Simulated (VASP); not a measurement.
A run of VASP 6.6.1 is set up as follows.

INCAR

```
PREC = Accurate
ENCUT = 500
EDIFF = 1E-6
ISMEAR = 0
SIGMA = 0.1
LREAL = False
LASPH = True
NELM = 120
ALGO = Normal
ISIF = 2
LWAVE = False
LCHARG = False
GGA = PS
NBANDS = 28
GGA_COMPAT = False
```

KPOINTS

```
regular mesh
0
Gamma
  4 4 4
```

The input POSCAR:

```
Ti3Al
1.0
    0.0000000000      3.1847926517      3.1847926517
    3.1847926517      0.0000000000      3.1847926517
    3.1847926517      3.1847926517      0.0000000000
Ti Al
3 1
Direct
    0.7500000000      0.7500000000      0.7500000000
    0.2500000000      0.2500000000      0.2500000000
    0.0000000000      0.0000000000      0.0000000000
    0.5000000000      0.5000000000      0.5000000000
```

Potentials or basis: VASP PAW PBE potentials, release 64 (Ti_sv, Al).

Command:

```console
$ cat potpaw_PBE.64/Ti_sv/POTCAR potpaw_PBE.64/Al/POTCAR > POTCAR
$ mpirun -np 1 vasp_std > vasp.out
```

(1) Predict the band gap on the k mesh.

(2) What does it give for the pressure?

Results:

(1) zero (an odd number of electrons rules out a gap without spin polarisation).

(2) 0.1 GPa.

Caveat: the k points lie up to 0.43 Å⁻¹ apart, too coarse for converged energies and pressures of a metal; the PAW data sets were made with another functional, which shifts forces and pressure a little.
